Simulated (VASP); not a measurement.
CrO2: single point with PBE+U

CrO2:

```
Cr O
1.0
     4.41000    0.00000    0.00000
     0.00000    4.41000    0.00000
     0.00000    0.00000    2.91000
Cr O
2 4
Direct
  0.00000 0.00000 0.00000
  0.50000 0.50000 0.50000
  0.30000 0.30000 0.00000
  0.20000 0.80000 0.50000
  0.70000 0.70000 0.00000
  0.80000 0.20000 0.50000
```

| Item | Value |
| --- | --- |
| Program | VASP 6.6.1 |
| Task | single point |
| Functional | PBE |
| Potentials or basis | VASP PAW PBE potentials, release 64 (Cr_pv, O) |
| Cutoff | 520 eV |
| k mesh | 4 × 4 × 6 |
| Occupations | fermi-dirac, width 0.05 eV |
| Spin | collinear spin, antiferromagnetic start |
| Starting moments | [3.0, -3.0, 0.0, 0.0, 0.0, 0.0] μB |
| Hubbard terms | Cr d U = 3.7 eV |
| Dipole correction | no |
| Further INCAR settings | ALGO = Normal; EDIFF = 1e-07; NBANDS = 37 |

```
Pressure                                              : 12.1 GPa
Largest force                                         : 0.196 eV/Å
Band gap on the k mesh                                : 0.18 eV (least direct gap 0.62 eV)
Net moment                                            : 0.00 μB per cell
Site moments                                          : Cr +2.02, -2.02; O -0.02, +0.02 (each value once) μB
Valence electrons inside the program's atomic spheres : Cr 10.82; O 5.06
```

Forces in eV/Å, atoms in the order of the input:
```
Cr   0.000  0.000  0.000
Cr   0.000  0.000  0.000
O   -0.139 -0.139  0.000
O    0.139 -0.139  0.000
O    0.139  0.139  0.000
O   -0.139  0.139  0.000
```

Stress tensor (GPa, compression positive):
```
10.26  0.00  0.00
 0.00 10.26  0.00
 0.00  0.00 15.92
```

Levels at points of the mesh, in eV from the valence-band top:
Spin up:
```csv
k point,band 20,band 21,band 22,band 23,band 24,band 25,band 26,band 27,band 28,band 29
"(0.00, 0.00, 0.00)",-2.38,-1.22,-0.85,-0.81,-0.28,0.34,1.63,2.37,2.74,3.10
"(0.50, 0.00, 0.00)",-2.33,-2.00,-1.13,-1.12,-1.00,1.10,2.64,2.79,3.50,3.81
"(0.50, 0.50, 0.00)",-2.34,-2.12,-2.07,-1.80,-1.78,1.59,1.61,2.37,3.01,3.81
"(0.00, 0.00, 0.50)",-3.13,-2.46,-2.02,-1.96,0.00,0.83,2.34,2.87,3.33,3.44
"(0.50, 0.00, 0.50)",-2.97,-1.98,-1.55,-1.45,-1.12,0.18,2.29,2.43,2.57,3.69
"(0.50, 0.50, 0.50)",-2.00,-1.88,-1.76,-1.02,-0.65,0.56,1.98,3.34,3.50,3.51
```
Spin down:
```csv
k point,band 21,band 22,band 23,band 24,band 25,band 26,band 27,band 28
"(0.00, 0.00, 0.00)",-1.22,-0.85,-0.81,-0.28,0.34,1.63,2.37,2.74
"(0.50, 0.00, 0.00)",-2.00,-1.13,-1.12,-1.00,1.10,2.64,2.79,3.50
"(0.50, 0.50, 0.00)",-2.12,-2.07,-1.80,-1.78,1.59,1.61,2.37,3.01
"(0.00, 0.00, 0.50)",-2.46,-2.02,-1.96,0.00,0.83,2.34,2.87,3.33
"(0.50, 0.00, 0.50)",-1.98,-1.55,-1.45,-1.12,0.18,2.29,2.43,2.57
"(0.50, 0.50, 0.50)",-1.88,-1.76,-1.02,-0.65,0.56,1.98,3.34,3.50
```

Eigenvalues of the final occupation matrices:
| site | spin | trace | eigenvalues |
| --- | --- | --- | --- |
| site 1 d | 1 | 2.99 | 0.28 0.38 0.41 0.95 0.96 |
| site 1 d | 2 | 1.00 | 0.07 0.09 0.17 0.33 0.35 |
| site 2 d | 1 | 1.00 | 0.07 0.09 0.17 0.33 0.35 |
| site 2 d | 2 | 2.99 | 0.28 0.38 0.41 0.95 0.96 |

Wall time 2.9 min on 1 thread of Intel Xeon 8259CL, with other jobs on the host, peak memory 0.23 GiB.

Caveat: the cell stands under pressure. The state reached can hang on the start; a lower one may exist.
